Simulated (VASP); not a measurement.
P, 1 atom in the cell. It takes space group Fm-3m (No. 225, cubic). Conventional cell: a = 3.867 Å, b = 3.867 Å, c = 3.867 Å, α = 90.00°, β = 90.00°, γ = 90.00°. Within 3.6 Å of P (site symmetry m-3m) lie 12 P at 2.73 Å. 

| Property | Result |
| --- | --- |
| Program | VASP 6.6.1 |
| Task | single point |
| Functional | PBE |
| Potentials or basis | VASP PAW PBE potentials, release 64 (P) |
| Cutoff | 520 eV |
| k mesh | 10 × 10 × 10 |
| Occupations | gaussian, width 0.05 eV |
| Spin | no spin polarisation |
| Dipole correction | no |
| Further INCAR settings | ALGO = Normal; EDIFF = 1e-07; NBANDS = 8 |

Potentials or basis: VASP PAW PBE potentials, release 64 (P).

The run is started by

```sh
$ cat potpaw_PBE.64/P/POTCAR > POTCAR
$ mpirun -np 1 vasp_std > vasp.out
```

Hardware: 1 thread of AMD EPYC 9R45 96-Core Processor (Zen 5), with other jobs on the host.

Problem. How long does it take, and how much memory?

Solution. Run time: 2.1 s on 1 thread of AMD EPYC 9R45 96-Core Processor (Zen 5), on a shared host, peak memory 0.09 GiB. Counts: scf iterations 9, k points 47.
